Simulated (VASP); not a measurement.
**Si2W: single point with LDA+U**

Si2W:

```
W Si
1.0
     4.61685    0.00000    0.00000
    -2.30843    3.99831    0.00000
     0.00000    0.00000    6.65322
W Si
3 6
Direct
  0.50000 0.00000 0.50000
  0.50000 0.50000 0.83333
  0.00000 0.50000 0.16667
  0.32725 0.16363 0.16667
  0.83637 0.16363 0.83333
  0.16363 0.32725 0.50000
  0.67275 0.83637 0.16667
  0.16363 0.83637 0.83333
  0.83637 0.67275 0.50000
```

```yaml
Program: VASP 6.6.1
Task: single point
Functional: LDA
Potentials_or_basis: VASP PAW LDA potentials, release 64 (W_sv, Si)
Cutoff: 520 eV
k_mesh: 5 × 5 × 3
Occupations: fermi-dirac, width 0.05 eV
Spin: no spin polarisation
Hubbard_terms: W d U = 2.0 eV
```

```json
{
 "Pressure": "-7.0 GPa",
 "Largest force": "0.025 eV/Å",
 "Band gap on the k mesh": "0.43 eV, indirect (least direct gap 0.97 eV)"
}
```

Forces on the atoms (eV/Å):
```
W    0.000  0.000  0.000
W    0.000  0.000  0.000
W    0.000  0.000  0.000
Si   0.022  0.013  0.000
Si  -0.022  0.013  0.000
Si   0.000  0.025  0.000
Si  -0.022 -0.013  0.000
Si   0.022 -0.013  0.000
Si   0.000 -0.025  0.000
```

Stress tensor (GPa, compression positive):
```
-6.73  0.00  0.00
 0.00 -6.73  0.00
 0.00  0.00 -7.47
```

Levels at points of the mesh, in eV from the valence-band top:
```
           k point  band 31  band 32  band 33  band 34  band 35  band 36
(0.00, 0.00, 0.00)    -2.69    -2.27    -0.68     2.50     2.50     2.54
```

Eigenvalues of the final occupation matrices:
```tsv
site	spin	trace	eigenvalues
site 1 d	1	1.83	0.29 0.34 0.38 0.39 0.44
site 1 d	2	1.83	0.29 0.34 0.38 0.39 0.44
site 2 d	1	1.83	0.29 0.34 0.38 0.39 0.44
site 2 d	2	1.83	0.29 0.34 0.38 0.39 0.44
site 3 d	1	1.83	0.29 0.34 0.38 0.39 0.44
site 3 d	2	1.83	0.29 0.34 0.38 0.39 0.44
```

It took 110 s on 1 thread of Intel(R) Xeon(R) Platinum 8259CL CPU @ 2.50GHz (Skylake/Cascade Lake), on a shared host, peak memory 0.21 GiB.

Caveat: spin-orbit coupling is left out, which moves the levels of the heavy elements; the U is typed as a test and isn't derived for this compound. A k mesh can miss the band edges.
